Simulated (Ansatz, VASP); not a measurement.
# Ta2N in VASP and in Ansatz

The input INCAR:

```
SYSTEM = Ta2N
  PREC = Accurate
  ENCUT = 520
  EDIFF = 1E-6
  ISMEAR = -1
  SIGMA = 0.05
  LREAL = .FALSE.
  LASPH = .TRUE.
  NELM = 60
  ALGO = Normal
  ISIF = 2
  LWAVE = .FALSE.
  LCHARG = .FALSE.
  GGA = PE
  NBANDS = 20
```

File KPOINTS:

```
Automatic mesh
0
G
  10 10 6
  0 0 0
```

The input POSCAR:

```
Ta2N
1.0
    3.1739135059      0.0000000000      0.0000000000
   -1.5869567530      2.7486897255      0.0000000000
    0.0000000000      0.0000000000      4.9653523268
Ta N
2 1
Direct
    0.3333333333      0.6666666667      0.2547110000
    0.6666666667      0.3333333333      0.7452890000
    0.0000000000      0.0000000000      0.0000000000
```

The input input.yaml:

```yaml
crystal:
  lattice:
    - [3.1739135059, 0.0, 0.0]
    - [-1.586956753, 2.7486897255, 0.0]
    - [0.0, 0.0, 4.9653523268]
  atoms:
    - { symbol: Ta, position: [0.3333333333, 0.6666666667, 0.254711] }
    - { symbol: Ta, position: [0.6666666667, 0.3333333333, 0.745289] }
    - { symbol: "N", position: [0.0, 0.0, 0.0] }
kpoints:
  mp_grid: { grid: [10, 10, 6] }
scf:
  occupations: { method: fermi_dirac, width: 0.05 }
hamiltonian:
  xc: pbe
  pseudopotentials: { kind: all_electron, lapw: { basis_error: 0.001 } }
output:
  forces: true
  stress: true
  eigenvalues: true
```

Change from the starting cell: volume scaled by 1.06.

Alike in both runs: task single point; functional PBE; k mesh 10 × 10 × 6; occupations fermi-dirac, width 0.05 eV; no spin polarisation.

|  | VASP | Ansatz |
| --- | --- | --- |
| version | VASP 6.6.1 | Ansatz 0.2.0 |
| potentials or method | VASP PAW PBE potentials, release 64 (Ta_pv, N), cutoff 520 eV | all-electron LAPW, scalar-relativistic |

VASP gave:

```
gap on the k mesh at the Fermi level (eV)                     : none
pressure (GPa)                                                : -15.1
traceless stress, the component that is largest in VASP (GPa) : 0.49
rms of the force components (eV/Å)                            : 0.127
```

**Question.** Which values does Ansatz return?

**Answer.** gap on the k mesh at the Fermi level (eV): none; pressure (GPa): -15.2; traceless stress, the component that is largest in VASP (GPa): 0.53; rms of the force components (eV/Å): 0.140.

Atom by atom the forces differ by 0.013 eV/Å (rms over components). A gap of «none» marks a metal or a gap that the smearing closes. Ansatz ran all-electron here, and VASP with PAW potentials.

Neither program's run includes spin-orbit coupling.
